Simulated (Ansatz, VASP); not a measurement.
Given: the input of a run of Ansatz 0.2.0 on Zr.

The input input.yaml:

```yaml
crystal:
  lattice:
    - [3.2745311931, 0.0, 0.0]
    - [-1.6372655966, 2.8358271987, 0.0]
    - [0.0, 0.0, 5.2147314515]
  atoms:
    - { symbol: Zr, position: [0.6666666667, 0.3333333333, 0.75] }
    - { symbol: Zr, position: [0.3333333333, 0.6666666667, 0.25] }
hamiltonian:
  xc: pbesol
  pseudopotentials: { kind: paw_fr }
magnetization:
  noncollinear: true
  spin_orbit: true
kpoints:
  mp_grid: { grid: [9, 9, 5] }
scf:
  occupations: { method: fermi_dirac, width: 0.05 }
output:
  forces: true
  stress: true
  eigenvalues: true
```

Potentials or basis: Ansatz PAW.

The run is started by

```console
$ ansatz run input.yaml --threads 2 --pin off --max-ram 5120MiB --backend cpu --events-out ev --progress --plain --runs-dir out
```

Problem. Set up the same calculation for VASP 6.6.1. Potentials there: VASP PAW PBE potentials, release 64 (Zr_sv).

Solution. As run (the cutoff follows the program's own potentials):

INCAR

```
ALGO = Normal
EDIFF = 1E-6
ENCUT = 500
GGA = PS
GGA_COMPAT = F
ISIF = 2
ISMEAR = -1
LASPH = T
LCHARG = F
LMAXMIX = 4
LNONCOLLINEAR = T
LORBIT = 11
LORBMOM = T
LREAL = F
LSORBIT = T
LWAVE = F
MAGMOM = 0 0 0 0 0 0
NBANDS = 36
NELM = 200
PREC = Accurate
SIGMA = 0.05
```

File KPOINTS:

```
k-points
0
Gamma
  9 9 5
```

File POSCAR:

```
Zr
1.0
    3.2745311931      0.0000000000      0.0000000000
   -1.6372655966      2.8358271987      0.0000000000
    0.0000000000      0.0000000000      5.2147314515
Zr
2
Direct
    0.6666666667      0.3333333333      0.7500000000
    0.3333333333      0.6666666667      0.2500000000
```

Potentials or basis: VASP PAW PBE potentials, release 64 (Zr_sv).

Run with:

```bash
$ cat potpaw_PBE.64/Zr_sv/POTCAR > POTCAR
$ mpirun -np 1 vasp_ncl > vasp.out
```

Both were run:

|  | VASP | Ansatz | Ansatz less VASP |
| --- | --- | --- | --- |
| pressure (GPa) | -6.5 | -6.5 | -0.04 |
| traceless stress, the component that is largest in VASP (GPa) | 0.35 | 0.34 | -0.007 |
| net moment per atom (μB) | 0.00 | 0.00 | 0.000 |

VASP's potentials were made for PBE, not for PBEsol.
